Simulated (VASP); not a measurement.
A run of VASP 6.6.1 is set up as follows.

POSCAR

```
ScAl3
1.0
    3.9838521945      0.0000000000      0.0000000000
    0.0000000000      3.9838521945      0.0000000000
    0.0000000000      0.0000000000      3.9838521945
Sc Al
1 3
Direct
    0.0000000000      0.0000000000      0.0000000000
    0.5000000000      0.0000000000      0.5000000000
    0.0000000000      0.5000000000      0.5000000000
    0.5000000000      0.5000000000      0.0000000000
```

Contents of INCAR.step1:

```
SYSTEM = ScAl3
ALGO     = Normal         ! electronic algorithm
EDIFF    = 1E-4           ! SCF threshold, eV
ENCUT    = 600            ! plane-wave cutoff, eV
GGA      = PE             ! functional
ISMEAR   = 0              ! smearing method
LASPH    = .True.         ! aspherical terms in the spheres
LCHARG   = .False.        ! write CHGCAR
LREAL    = .False.        ! projectors in reciprocal space
LWAVE    = .True.         ! write WAVECAR
NELM     = 60             ! most SCF steps
PREC     = Accurate       ! precision mode
SIGMA    = 0.1            ! smearing width, eV
```

File INCAR.step2:

```
SYSTEM = ScAl3
ALGO     = Normal         ! electronic algorithm
EDIFF    = 1E-7           ! SCF threshold, eV
EDIFFG   = -0.008         ! ionic threshold
ENCUT    = 600            ! plane-wave cutoff, eV
IBRION   = 2              ! ionic algorithm
ISIF     = 3              ! what is computed and relaxed
ISMEAR   = 0              ! smearing method
ISTART   = 1            
LASPH    = .True.         ! aspherical terms in the spheres
LCHARG   = .False.        ! write CHGCAR
LMIXTAU  = .True.       
LREAL    = .False.        ! projectors in reciprocal space
LWAVE    = .False.        ! write WAVECAR
METAGGA  = R2SCAN         ! meta-GGA
NELM     = 60             ! most SCF steps
NSW      = 70             ! ionic steps
PREC     = Accurate       ! precision mode
PSTRESS  = 80.0         
SIGMA    = 0.1            ! smearing width, eV
```

Contents of KPOINTS:

```
k-points
0
Gamma
  10 10 10
  0 0 0
```

Potentials or basis: VASP PAW PBE potentials, release 64 (Sc_sv, Al).

Run with:

```bash
$ cat potpaw_PBE.64/Sc_sv/POTCAR potpaw_PBE.64/Al/POTCAR > POTCAR
$ cp INCAR.step1 INCAR
$ mpirun -np 1 vasp_std > vasp.out
$ cp INCAR.step2 INCAR
$ mpirun -np 1 vasp_std > vasp.out
```

**Question.** Predict the relaxed volume.

**Answer.** 15.84 Å³/atom.

**Question.** Predict the space group after relaxing (to 0.1 Å).

**Answer.** Pm-3m (No. 221).

**Question.** What does it give for the relaxed cell?

**Answer.** a = 3.987 Å, b = 3.987 Å, c = 3.987 Å, α = 90.00°, β = 90.00°, γ = 90.00°.

Final structure:
```
Sc Al
1.0
     3.98675    0.00000    0.00000
     0.00000    3.98675    0.00000
     0.00000    0.00000    3.98675
Sc Al
1 3
Direct
  0.00000 0.00000 0.00000
  0.50000 0.00000 0.50000
  0.00000 0.50000 0.50000
  0.50000 0.50000 0.00000
```

Caveat: the cell is relaxed towards a set pressure, so the run minimises the enthalpy, not the energy; the PAW data sets were made with another functional, which shifts forces and pressure a little.
